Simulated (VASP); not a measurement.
# AlN (l) (F-43m) in VASP: a series of runs

The runs below take AlN (l) through single point, with LDA.

All numbers are computed with VASP 6.6.1; they aren't measurements. Logs are shortened: lines on timing, memory, paths and dates and some standing lists are left out, and cuts for length are marked.

### Step 1. The cell of the first run

It takes space group F-43m (No. 216, cubic). Conventional cell: a = 4.368 Å, b = 4.368 Å, c = 4.368 Å, α = 90.00°, β = 90.00°, γ = 90.00°. Within 2.5 Å of Al (site symmetry -43m) lie 4 N at 1.89 Å. Within 2.5 Å of N (site symmetry -43m) lie 4 Al at 1.89 Å.

### Step 2. Single point, LDA

File INCAR:

```
SYSTEM = AlN
PREC = Accurate ; ENCUT = 600
EDIFF = 1E-6 ; ISMEAR = 0
SIGMA = 0.1 ; LREAL = .FALSE.
LASPH = .TRUE. ; NELM = 120
ALGO = Normal ; ISIF = 2
LWAVE = .FALSE. ; LCHARG = .TRUE.
LELF = .TRUE. ; LVHAR = .TRUE.
NBANDS = 11 ; GGA_COMPAT = .FALSE.
```

File KPOINTS:

```
regular mesh
0
G
  8 8 8
  0 0 0
```

File POSCAR:

```
AlN
1.0
    0.0000000000      2.1839935600      2.1839935600
    2.1839935600      0.0000000000      2.1839935600
    2.1839935600      2.1839935600      0.0000000000
Al N
1 1
Direct
    0.0000000000      0.0000000000      0.0000000000
    0.2500000000      0.2500000000      0.2500000000
```

Potentials or basis: VASP PAW LDA potentials, release 64 (Al, N).

On the command line:

```bash
cat potpaw_LDA.64/Al/POTCAR potpaw_LDA.64/N/POTCAR > POTCAR
mpirun -np 1 vasp_std > vasp.out
```

OUTCAR:

```text
SYSTEM = AlN
   PREC = Accurate
   ENCUT = 600
   EDIFF = 1E-6
   ISMEAR = 0
   LREAL = .FALSE.
   LASPH = .TRUE.
   NELM = 120
   ISIF = 2

 ion  position               nearest neighbor table
   1  0.000  0.000  0.000-   2 1.89   2 1.89   2 1.89   2 1.89
   2  0.250  0.250  0.250-   1 1.89   1 1.89   1 1.89   1 1.89

  LATTYP: Found a face centered cubic cell.
 ALAT       =     4.3679871200

  Lattice vectors:

 A1 = (   0.0000000000,   2.1839935600,   2.1839935600)
 A2 = (   2.1839935600,   0.0000000000,   2.1839935600)
 A3 = (   2.1839935600,   2.1839935600,   0.0000000000)

Analysis of symmetry for initial positions (statically):
=====================================================================
 Subroutine PRICEL returns:
 Original cell was already a primitive cell.

 Routine SETGRP: Setting up the symmetry group for a
 face centered cubic supercell.

 Subroutine GETGRP returns: Found 24 space group operations
 (whereof 24 operations were pure point group operations)
 out of a pool of 48 trial point group operations.

The static configuration has the point symmetry T_d .

Analysis of symmetry for dynamics (positions and initial velocities):
=====================================================================
 Subroutine PRICEL returns:
 Original cell was already a primitive cell.

 Routine SETGRP: Setting up the symmetry group for a
 face centered cubic supercell.

 Subroutine GETGRP returns: Found 24 space group operations
 (whereof 24 operations were pure point group operations)
 out of a pool of 48 trial point group operations.

The dynamic configuration has the point symmetry T_d .

 Subroutine INISYM returns: Found 24 space group operations
 (whereof 24 operations are pure point group operations),
 and found     1 'primitive' translations

----------------------------------------------------------------------------------------

                                     Primitive cell

  volume of cell :      20.8345

  direct lattice vectors                    reciprocal lattice vectors
     0.000000000  2.183993560  2.183993560    -0.228938404  0.228938404  0.228938404
     2.183993560  0.000000000  2.183993560     0.228938404 -0.228938404  0.228938404
     2.183993560  2.183993560  0.000000000     0.228938404  0.228938404 -0.228938404

  length of vectors
     3.088633313  3.088633313  3.088633313     0.396532948  0.396532948  0.396532948

  position of ions in fractional coordinates (direct lattice)
     0.000000000  0.000000000  0.000000000
     0.250000000  0.250000000  0.250000000

  ion indices of the primitive-cell ions
[... 79 lines left out ...]
   IBRION =     -1    ionic relax: 0-MD 1-quasi-New 2-CG
   NFREE  =      0    steps in history (QN), initial steepest desc. (CG)
   ISIF   =      2    stress and relaxation
   ISYM   =      2    0-nonsym 1-usesym 2-fastsym
   POTIM  = 0.5000    time-step for ionic-motion
   TEBEG  =    0.0;   TEEND  =   0.0 temperature during run
   PSTRESS=    0.0 pullay stress
   NELECT =       8.0000    total number of electrons
   NUPDOWN=      -1.0000    fix difference up-down
   EMIN   =  10.00;   EMAX   =-10.00  energy-range for DOS
   EFERMI =   0.00;   METHOD = LEGACY
   ISMEAR =     0;   SIGMA  =   0.10  broadening in eV -4-tet -1-fermi 0-gaus
   EFERMI_NEDOS =   21; number of points for ismear=-14 and -15
   IALGO  =     38    algorithm
   IMIX   =      4    mixing-type and parameters
     AMIX     =   0.40;   BMIX     =  1.00
     AMIX_MAG =   1.60;   BMIX_MAG =  1.00
  volume/ion in A,a.u.               =      10.42        70.30
  Fermi-wavevector in a.u.,A,eV,Ry     =   1.189899  2.248583 19.263943  1.415860
  Thomas-Fermi vector in A             =   2.325996
   LORBIT       =      0    0 simple, 1 ext, 2 COOP (PROOUT), +10 PAW based schemes
   GGA     = CA    functional components
   LHFCALC =     F    Hartree Fock is set to
   AEXX    =    0.0000 exact exchange contribution
   IVDW    =     0    specifies the selected vdW correction
   LEPSILON=     F    determine dielectric tensor
   LRPA    =     F    only Hartree local field effects (RPA)
 non-spin polarized calculation
 Gauss-broadening in eV      SIGMA  =   0.10
  energy-cutoff  :      600.00
  volume of cell :       20.83
 maximum number of plane-waves:       725
 NGX is ok and might be reduce to    28
   NGX = 13   NGY = 13   NGZ = 13

 number of electron       8.0000000 magnetization

 Free energy of the ion-electron system (eV)
  ---------------------------------------------------
  ext. energy  EPLUGINS =         0.00000000
  ---------------------------------------------------
  free energy    TOTEN  =       -16.37334236 eV

  energy without entropy =      -16.37334236  energy(sigma->0) =      -16.37334236

 E-fermi :   6.1919     XC(G=0): -11.2662

 val. band max:        5.7080256788   @ k =   0.0000   0.0000   0.0000
 cond. band min:       8.9311810373   @ k =   0.5000   0.5000   0.0000
 fundamental gap:      3.2231553584
 Fermi energy:         6.1919390196

 k-point     1 :       0.0000    0.0000    0.0000
  band No.  band energies     occupation
      1      -9.1154      2.00000
      2       5.7080      2.00000
      3       5.7080      2.00000
      4       5.7080      2.00000
      5       9.9427      0.00000
      6      18.0421      0.00000
      7      18.0421      0.00000
      8      18.0421      0.00000
      9      23.2320      0.00000
     10      23.2320      0.00000
     11      24.6162      0.00000
[... 309 lines left out ...]
 k-point    24 :      -0.3750    0.2500    0.1250
  band No.  band energies     occupation
      1      -6.6632      2.00000
      2       0.5156      2.00000
      3       3.4605      2.00000
      4       4.5757      2.00000
      5      12.7026      0.00000
      6      14.8302      0.00000
      7      17.6979      0.00000
      8      18.2056      0.00000
      9      22.6356      0.00000
     10      24.2598      0.00000
     11      27.5229      0.00000

 [... further k-points ...]
[... 5 lines left out ...]
  --------------------------------------------------------------------------------------
  -------------------------------------------------------------------------------------
  Total       -0.4050124     -0.4050124     -0.4050124      0.0000000      0.0000000      0.0000000
  in kB      -31.1454657    -31.1454657    -31.1454657      0.0000000      0.0000000      0.0000000
  external PRESSURE =     -31.1454657 kB  Pullay stress =       0.0000000 kB

 VOLUME and BASIS-vectors are now :
 -----------------------------------------------------------------------------
  energy-cutoff  :      600.00
  volume of cell :       20.83
      direct lattice vectors                 reciprocal lattice vectors
     0.000000000  2.183993560  2.183993560    -0.228938404  0.228938404  0.228938404
     2.183993560  0.000000000  2.183993560     0.228938404 -0.228938404  0.228938404
     2.183993560  2.183993560  0.000000000     0.228938404  0.228938404 -0.228938404

 POSITION                                       TOTAL-FORCE (eV/Angst)
 -----------------------------------------------------------------------------------
      0.00000      0.00000      0.00000        -0.000000     -0.000000     -0.000000
      1.09200      1.09200      1.09200         0.000000      0.000000      0.000000
 -----------------------------------------------------------------------------------
    total drift:                               -0.000000     -0.000000     -0.000000

  FREE ENERGIE OF THE ION-ELECTRON SYSTEM (eV)
  ---------------------------------------------------
  free  energy   TOTEN  =       -16.3733423574 eV

  energy  without entropy=      -16.3733423574  energy(sigma->0) =      -16.37334236
```

Wall time 14 s (1 thread of Intel Xeon 8259CL, shared host); peak memory 0.14 GiB.

Results:

```yaml
Free_energy: -16.3733 eV
Pressure: -3.1 GPa
Band_gap_on_the_k_mesh: 3.22 eV, indirect (least direct gap 4.23 eV)
```

A k mesh can miss the band edges.

### Step 3. Single point, LDA

This run uses another cell than the first one, of 10.23 Å³/atom, 0.982 times its volume.

File INCAR:

```
SYSTEM = AlN
PREC     = Accurate       ! precision mode
ENCUT    = 600            ! plane-wave cutoff, eV
EDIFF    = 1E-6           ! SCF threshold, eV
ISMEAR   = 0              ! smearing method
SIGMA    = 0.02           ! smearing width, eV
LREAL    = .FALSE.        ! projectors in reciprocal space
LASPH    = .TRUE.         ! aspherical terms in the spheres
NELM     = 120            ! most SCF steps
ALGO     = Normal         ! electronic algorithm
ISIF     = 2              ! what is computed and relaxed
LWAVE    = .FALSE.        ! write WAVECAR
LCHARG   = .FALSE.        ! write CHGCAR
NBANDS   = 11             ! bands
GGA_COMPAT= .FALSE.
```

File KPOINTS:

```
regular mesh
0
G
  10 10 10
  0 0 0
```

File POSCAR:

```
AlN
1.0
    0.0000000000      2.1711439908      2.1711439908
    2.1711439908      0.0000000000      2.1711439908
    2.1711439908      2.1711439908      0.0000000000
Al N
1 1
Direct
    0.0000000000      0.0000000000      0.0000000000
    0.2500000000      0.2500000000      0.2500000000
```

Potentials or basis: VASP PAW LDA potentials, release 64 (Al, N).

On the command line:

```bash
cat potpaw_LDA.64/Al/POTCAR potpaw_LDA.64/N/POTCAR > POTCAR
mpirun -np 1 vasp_std > vasp.out
```

It took 20 s on 1 thread of Intel Xeon 8259CL, shared host; peak memory 0.14 GiB.

The run converged. Its results:

```yaml
Free_energy: -16.3760 eV
Pressure: 0.5 GPa
Band_gap_on_the_k_mesh: 3.23 eV, indirect (least direct gap 4.39 eV)
```

Levels at points of the mesh, in eV from the valence-band top:
| k point | band 2 | band 3 | band 4 | band 5 | band 6 | band 7 |
| --- | --- | --- | --- | --- | --- | --- |
| (0.00, 0.00, 0.00) | 0.00 | 0.00 | 0.00 | 4.39 | 12.51 | 12.51 |
| (0.50, 0.00, 0.00) | -5.98 | -0.49 | -0.49 | 7.43 | 9.89 | 11.07 |
| (0.50, 0.50, 0.00) | -5.01 | -1.81 | -1.81 | 3.23 | 8.52 | 13.99 |

A k mesh can miss the band edges. Expect the measured gap to be larger: semilocal functionals such as LDA lack the derivative discontinuity.
